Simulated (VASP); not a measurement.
# Os (P6_3/mmc) in VASP: further runs

Runs on Os. Level: PBE exchange alone. Tasks: single point.

All numbers are computed with VASP 6.6.1; they aren't measurements. Logs are shortened: lines on timing, memory, paths and dates and some standing lists are left out, and cuts for length are marked.

**1. The cell of the first run**

The structure is hexagonal, space group P6_3/mmc (No. 194). The conventional cell has a = 2.716 Å, b = 2.716 Å, c = 4.291 Å, α = 90.00°, β = 90.00°, γ = 120.00°. Within 3.5 Å of Os (site symmetry -6m2) lie 12 Os at 2.66 to 2.72 Å.

**2. Single point, PBE exchange alone**

The input, INCAR:

```
PREC = Accurate
ENCUT = 520
EDIFF = 1E-6
ISMEAR = -1
SIGMA = 0.05
LREAL = F
LASPH = T
NELM = 80
ALGO = Fast
ISIF = 2
LWAVE = F
LCHARG = F
GGA = PE
ALDAC = 0.0
AGGAC = 0.0
NBANDS = 15
```

The input, KPOINTS:

```
regular mesh
0
Gamma
  11 11 6
```

The input, POSCAR:

```
Os
1.0
    2.7157497827      0.0000000000      0.0000000000
   -1.3578748913      2.3519083021      0.0000000000
    0.0000000000      0.0000000000      4.2907078513
Os
2
Direct
    0.6666666667      0.3333333333      0.7500000000
    0.3333333333      0.6666666667      0.2500000000
```

Potentials or basis: VASP PAW PBE potentials, release 64 (Os).

Command:

```
> cat potpaw_PBE.64/Os/POTCAR > POTCAR
> mpirun -np 1 vasp_std > vasp.out
```

OUTCAR:

```text
PREC = Accurate
   ENCUT = 520
   EDIFF = 1E-6
   ISMEAR = -1
   LREAL = F
   LASPH = T
   NELM = 80
   ISIF = 2
   GGA = PE

 ion  position               nearest neighbor table
   1  0.667  0.333  0.750-   2 2.66   2 2.66   2 2.66   2 2.66   2 2.66   2 2.66
   2  0.333  0.667  0.250-   1 2.66   1 2.66   1 2.66   1 2.66   1 2.66   1 2.66

  LATTYP: Found a hexagonal cell.
 ALAT       =     2.7157497827
 C/A-ratio  =     1.5799348963

  Lattice vectors:

 A1 = (   2.7157497827,   0.0000000000,   0.0000000000)
 A2 = (  -1.3578748913,   2.3519083021,   0.0000000000)
 A3 = (   0.0000000000,   0.0000000000,   4.2907078513)

Analysis of symmetry for initial positions (statically):
=====================================================================
 Subroutine PRICEL returns:
 Original cell was already a primitive cell.

 Routine SETGRP: Setting up the symmetry group for a
 hexagonal supercell.

 Subroutine GETGRP returns: Found 24 space group operations
 (whereof 12 operations were pure point group operations)
 out of a pool of 24 trial point group operations.

The static configuration has the point symmetry D_3d.
 The point group associated with its full space group is D_6h.

Analysis of symmetry for dynamics (positions and initial velocities):
=====================================================================
 Subroutine PRICEL returns:
 Original cell was already a primitive cell.

 Routine SETGRP: Setting up the symmetry group for a
 hexagonal supercell.

 Subroutine GETGRP returns: Found 24 space group operations
 (whereof 12 operations were pure point group operations)
 out of a pool of 24 trial point group operations.

The dynamic configuration has the point symmetry D_3d.
 The point group associated with its full space group is D_6h.

 Subroutine INISYM returns: Found 24 space group operations
 (whereof 12 operations are pure point group operations),
 and found     1 'primitive' translations

----------------------------------------------------------------------------------------

                                     Primitive cell

  volume of cell :      27.4056

  direct lattice vectors                    reciprocal lattice vectors
     2.715749783  0.000000000  0.000000000     0.368222436  0.212593322  0.000000000
    -1.357874891  2.351908302  0.000000000     0.000000000  0.425186645  0.000000000
     0.000000000  0.000000000  4.290707851     0.000000000  0.000000000  0.233061778

  length of vectors
     2.715749783  2.715749783  4.290707851     0.425186645  0.425186645  0.233061778

  position of ions in fractional coordinates (direct lattice)
     0.666666667  0.333333333  0.750000000
     0.333333333  0.666666667  0.250000000

  ion indices of the primitive-cell ions
   primitive index   ion index
                 1           1
                 2           2

----------------------------------------------------------------------------------------

 KPOINTS: regular mesh

Automatic generation of k-mesh.
 Grid dimensions read from file:
 generate k-points for:   11   11    6

 Generating k-lattice:

  Cartesian coordinates                     Fractional coordinates (reciprocal lattice)
     0.033474767  0.019326666  0.000000000     0.090909091  0.000000000  0.000000000
     0.000000000  0.038653331  0.000000000     0.000000000  0.090909091  0.000000000
     0.000000000  0.000000000  0.038843630     0.000000000  0.000000000  0.166666667

  Length of vectors
     0.038653331  0.038653331  0.038843630

  Shift w.r.t. Gamma in fractional coordinates (k-lattice)
     0.000000000  0.000000000  0.000000000

 Subroutine IBZKPT returns following result:
 ===========================================

 Found     64 irreducible k-points:

 Following reciprocal coordinates:
            Coordinates               Weight
  0.000000  0.000000  0.000000      1.000000
  0.090909  0.000000  0.000000      6.000000
  0.181818  0.000000  0.000000      6.000000
  0.272727  0.000000  0.000000      6.000000
  0.363636  0.000000  0.000000      6.000000
  0.454545 -0.000000  0.000000      6.000000
[... 16 lines left out ...]
  0.090909  0.090909  0.166667     12.000000
  0.181818  0.090909  0.166667     24.000000
 [... further k-points ...]
   k-points           NKPTS =     64   k-points in BZ     NKDIM =     64   number of bands    NBANDS=     15
   number of dos      NEDOS =    301   number of ions     NIONS =      2
   total plane-waves  NPLWV =  12800
   dimension x,y,z NGX =    20 NGY =   20 NGZ =   32
   dimension x,y,z NGXF=    40 NGYF=   40 NGZF=   64
   ions per type =               2
   NGX,Y,Z   is equivalent  to a cutoff of  12.24, 12.24, 12.40 a.u.
   NGXF,Y,Z  is equivalent  to a cutoff of  24.49, 24.49, 24.80 a.u.
 SYSTEM =  unknown system
   PREC   = accura    normal or accurate (medium, high low for compatibility)
   ISTART =      0    job   : 0-new  1-cont  2-samecut
   ICHARG =      2    charge: 1-file 2-atom 10-const
   ISPIN  =      1    spin polarized calculation?
   LNONCOLLINEAR =      F non collinear calculations
   LSORBIT =      F    spin-orbit coupling
   LASPH  =      T    aspherical Exc in radial PAW
   ENCUT  =  520.0 eV  38.22 Ry    6.18 a.u.   5.05  5.05  7.98*2*pi/ulx,y,z
   NELM   =     80;   NELMIN=  2; NELMDL= -5     # of ELM steps
   EDIFF  = 0.1E-05   stopping-criterion for ELM
   LREAL  =      F    real-space projection
   EDIFFG = 0.1E-04   stopping-criterion for IOM
   NSW    =      0    number of steps for IOM
   IBRION =     -1    ionic relax: 0-MD 1-quasi-New 2-CG
   NFREE  =      0    steps in history (QN), initial steepest desc. (CG)
   ISIF   =      2    stress and relaxation
   ISYM   =      2    0-nonsym 1-usesym 2-fastsym
   POTIM  = 0.5000    time-step for ionic-motion
   TEBEG  =    0.0;   TEEND  =   0.0 temperature during run
   PSTRESS=    0.0 pullay stress
   NELECT =      16.0000    total number of electrons
   NUPDOWN=      -1.0000    fix difference up-down
   EMIN   =  10.00;   EMAX   =-10.00  energy-range for DOS
   EFERMI =   0.00;   METHOD = LEGACY
   ISMEAR =    -1;   SIGMA  =   0.05  broadening in eV -4-tet -1-fermi 0-gaus
   EFERMI_NEDOS =   21; number of points for ismear=-14 and -15
   IALGO  =     68    algorithm
   IMIX   =      4    mixing-type and parameters
     AMIX     =   0.40;   BMIX     =  1.00
     AMIX_MAG =   1.60;   BMIX_MAG =  1.00
  volume/ion in A,a.u.               =      13.70        92.47
  Fermi-wavevector in a.u.,A,eV,Ry     =   1.368259  2.585635 25.471929  1.872134
  Thomas-Fermi vector in A             =   2.494239
   LORBIT       =      0    0 simple, 1 ext, 2 COOP (PROOUT), +10 PAW based schemes
   GGA     = PE    functional components
   LHFCALC =     F    Hartree Fock is set to
   AEXX    =    0.0000 exact exchange contribution
   IVDW    =     0    specifies the selected vdW correction
   LEPSILON=     F    determine dielectric tensor
   LRPA    =     F    only Hartree local field effects (RPA)
 non-spin polarized calculation
 RMM-DIIS sequential band-by-band and
  energy-cutoff  :      520.00
  volume of cell :       27.41
 maximum number of plane-waves:       752
   NGX = 11   NGY = 11   NGZ = 15

 number of electron      15.9999998 magnetization

 Free energy of the ion-electron system (eV)
  ---------------------------------------------------
  ext. energy  EPLUGINS =         0.00000000
  ---------------------------------------------------
  free energy    TOTEN  =       -16.07960380 eV

  energy without entropy =      -16.06653738  energy(sigma->0) =      -16.07307059

 E-fermi :  11.5654     XC(G=0): -12.3197

 val. band max:       11.5409077245   @ k =   0.3636   0.0000   0.3333
 cond. band min:      11.6261598864   @ k =   0.3636   0.0909   0.3333
 fundamental gap:      0.0852521619
 Fermi energy:        11.5654205510

 k-point     1 :       0.0000    0.0000    0.0000
  band No.  band energies     occupation
      1       0.5923      2.00000
      2       3.6642      2.00000
      3       8.4589      2.00000
      4       8.4589      2.00000
      5       8.7150      2.00000
      6       9.3217      2.00000
      7       9.3217      2.00000
      8       9.9853      2.00000
      9       9.9853      2.00000
     10      11.8552      0.00606
     11      13.3509      0.00000
     12      13.3509      0.00000
     13      20.9415      0.00000
     14      25.8818      0.00000
     15      28.5465      0.00000

 k-point     2 :       0.0909    0.0000    0.0000
  band No.  band energies     occupation
      1       0.9334      2.00000
      2       3.9648      2.00000
      3       7.8922      2.00000
      4       8.7620      2.00000
      5       9.0856      2.00000
      6       9.2469      2.00000
      7       9.5208      2.00000
      8       9.6050      2.00000
      9       9.7492      2.00000
     10      10.6674      2.00000
     11      13.5145      0.00000
     12      15.0929      0.00000
     13      20.9128      0.00000
     14      26.5796      0.00000
     15      28.9798      0.00000

 k-point     3 :       0.1818    0.0000    0.0000
  band No.  band energies     occupation
      1       1.8719      2.00000
      2       4.6630      2.00000
      3       7.2452      2.00000
      4       8.0557      2.00000
      5       8.6611      2.00000
      6       9.2171      2.00000
      7       9.6388      2.00000
      8       9.9823      2.00000
      9      10.0131      2.00000
     10      10.4180      2.00000
     11      13.8471      0.00000
     12      17.5593      0.00000
     13      20.7263      0.00000
     14      27.7460      0.00000
     15      29.2502      0.00000

 k-point     4 :       0.2727    0.0000    0.0000
  band No.  band energies     occupation
      1       3.1049      2.00000
      2       4.9489      2.00000
      3       6.6299      2.00000
      4       7.2504      2.00000
      5       8.5271      2.00000
      6       8.6513      2.00000
      7       9.5406      2.00000
      8      10.9749      1.99999
      9      11.1912      1.99888
     10      11.6377      0.38153
     11      14.1425      0.00000
     12      20.0377      0.00000
     13      20.3896      0.00000
     14      25.3132      0.00000
     15      27.6931      0.00000
[... 307 lines left out ...]
 k-point    22 :       0.4545   -0.0000    0.1667
  band No.  band energies     occupation
      1       3.9164      2.00000
      2       4.3936      2.00000
      3       5.9149      2.00000
      4       7.0667      2.00000
      5       8.2534      2.00000
      6       9.5433      2.00000
      7      10.7367      2.00000
      8      13.3669      0.00000
      9      13.7604      0.00000
     10      14.2573      0.00000
     11      14.9554      0.00000
     12      17.9511      0.00000
     13      20.6760      0.00000
     14      23.0075      0.00000
     15      24.8394      0.00000

 k-point    23 :       0.0909    0.0909    0.1667
  band No.  band energies     occupation
      1       1.8931      2.00000
      2       4.5872      2.00000
      3       7.3835      2.00000
      4       7.8334      2.00000
      5       8.5695      2.00000
      6       8.9338      2.00000
      7       9.4607      2.00000
      8       9.7779      2.00000
      9      10.5294      2.00000
     10      10.5744      2.00000
     11      13.6400      0.00000
     12      15.7963      0.00000
     13      22.4678      0.00000
     14      27.1721      0.00000
     15      29.2820      0.00000

 k-point    24 :       0.1818    0.0909    0.1667
  band No.  band energies     occupation
      1       2.9416      2.00000
      2       5.3101      2.00000
      3       6.7579      2.00000
      4       6.9618      2.00000
      5       8.2087      2.00000
      6       8.8463      2.00000
      7       9.4690      2.00000
      8      10.4209      2.00000
      9      11.0538      1.99993
     10      11.4372      1.85699
     11      13.8057      0.00000
     12      17.3699      0.00000
     13      22.4441      0.00000
     14      27.1350      0.00000
     15      28.1878      0.00000

 [... further k-points ...]

------------------------ aborting loop because EDIFF is reached ----------------------------------------

  FORCE on cell =-STRESS in cart. coord.  units (eV):
  Direction    XX          YY          ZZ          XY          YZ          ZX
  --------------------------------------------------------------------------------------
  -------------------------------------------------------------------------------------
  Total        9.7604684      9.7604684     10.0476407      0.0000000      0.0000000      0.0000000
  in kB      570.6136538    570.6136538    587.4022348      0.0000000      0.0000000      0.0000000
  external PRESSURE =     576.2098475 kB  Pullay stress =       0.0000000 kB

 VOLUME and BASIS-vectors are now :
 -----------------------------------------------------------------------------
  energy-cutoff  :      520.00
  volume of cell :       27.41
      direct lattice vectors                 reciprocal lattice vectors
     2.715749783  0.000000000  0.000000000     0.368222436  0.212593322  0.000000000
    -1.357874891  2.351908302  0.000000000     0.000000000  0.425186645  0.000000000
     0.000000000  0.000000000  4.290707851     0.000000000  0.000000000  0.233061778

 POSITION                                       TOTAL-FORCE (eV/Angst)
 -----------------------------------------------------------------------------------
      1.35787      0.78397      3.21803         0.000000     -0.000000      0.000000
     -0.00000      1.56794      1.07268        -0.000000      0.000000      0.000000
 -----------------------------------------------------------------------------------
    total drift:                                0.000000     -0.000000     -0.000000

  FREE ENERGIE OF THE ION-ELECTRON SYSTEM (eV)
  ---------------------------------------------------
  free  energy   TOTEN  =       -16.0796038041 eV

  energy  without entropy=      -16.0665373815  energy(sigma->0) =      -16.07307059
```

Wall time 52 s (1 thread of AMD EPYC 7R43 (Zen 3), shared host); peak memory 0.1 GiB.

Results:

| Property | Result |
| --- | --- |
| Free energy | -16.0796 eV |
| Pressure | 57.6 GPa |
| Band gap on the k mesh | zero (bands 8 and 9 overlap by 4.03 eV) |

Caveat: the cell stands under pressure; spin-orbit coupling is left out, which moves the levels of the heavy elements.

**3. Single point, PBE exchange alone**

This run uses another cell than the first one, of 13.98 Å³/atom.

The input, INCAR:

```
SYSTEM = Os
PREC = Accurate
ENCUT = 520
EDIFF = 1E-6
ISMEAR = -1
SIGMA = 0.05
LREAL = .False.
LASPH = .True.
NELM = 100
ALGO = Normal
ISIF = 2
LWAVE = .False.
LCHARG = .False.
GGA = PE
ALDAC = 0.0
AGGAC = 0.0
NBANDS = 15
```

The input, KPOINTS:

```
regular mesh
0
Gamma
  11 11 6
  0 0 0
```

The input, POSCAR:

```
Os
1.0
    2.7341000000      0.0000000000      0.0000000000
   -1.3670500000      2.3678000565      0.0000000000
    0.0000000000      0.0000000000      4.3197000000
Os
2
Direct
    0.6666666667      0.3333333333      0.7500000000
    0.3333333333      0.6666666667      0.2500000000
```

Potentials or basis: VASP PAW PBE potentials, release 64 (Os).

Command:

```
> cat potpaw_PBE.64/Os/POTCAR > POTCAR
> mpirun -np 1 vasp_std > vasp.out
```

Run time: 40 s. Hardware: 1 thread of AMD EPYC 7R43 (Zen 3), shared host; peak memory 0.1 GiB.

It converged, with:

```
Free energy            : -16.2618 eV
Pressure               : 46.8 GPa
Band gap on the k mesh : zero (bands 8 and 9 overlap by 3.90 eV)
```

Stress tensor (GPa, compression positive):
```
46.46  0.00  0.00
 0.00 46.46  0.00
 0.00  0.00 47.48
```

Levels at points of the mesh, in eV from the Fermi level:
```
           k point  band 6  band 7  band 8  band 9  band 10  band 11
(0.00, 0.00, 0.00)   -2.18   -2.18   -1.53   -1.53     0.28     1.73
(0.00, 0.00, 0.50)   -3.21   -3.21   -3.21    0.93     0.93     0.93
```

Caveat: the cell stands under pressure; spin-orbit coupling is left out, which moves the levels of the heavy elements.

[end of part 1 of 2]

The gap in the log of VASP goes by the Fermi energy; the results here count the filled bands.